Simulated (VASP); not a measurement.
HPt3, 4 atoms in the cell. The cell holds a slab with vacuum, 4 atoms: a = 2.770 Å, b = 2.770 Å, c = 20.052 Å, α = 90.00°, β = 90.00°, γ = 120.00°. 

* Program: VASP 6.6.1
* Task: relaxation of the atoms
* Functional: PBEsol
* Potentials or basis: VASP PAW PBE potentials, release 64 (Pt, H)
* Cutoff: 520 eV
* k mesh: 12 × 12 × 1
* Occupations: gaussian, width 0.1 eV
* Spin: no spin polarisation
* Dipole correction: yes
* Atoms held fixed (from 0): [0, 1, 2]
* Further INCAR settings: ALGO = Normal; EDIFF = 1e-06; IBRION = 2; EDIFFG = -0.025; NSW = 36
* Atoms held along some axes (from 0): atom 3 along a and b

Potentials or basis: VASP PAW PBE potentials, release 64 (Pt, H).

The run is started by

```console
$ cat potpaw_PBE.64/Pt/POTCAR potpaw_PBE.64/H/POTCAR > POTCAR
$ mpirun -np 1 vasp_std > vasp.out
```

Hardware: 1 thread of Oxide Virtual Turin-like Processor (shared host).

Problem. Estimate the wall time of this run.

Solution. It took 17 min on 1 thread of Oxide Virtual Turin-like Processor, on a shared host, peak memory 0.28 GiB. Counts: scf iterations 129, k points 19, ion steps 17.
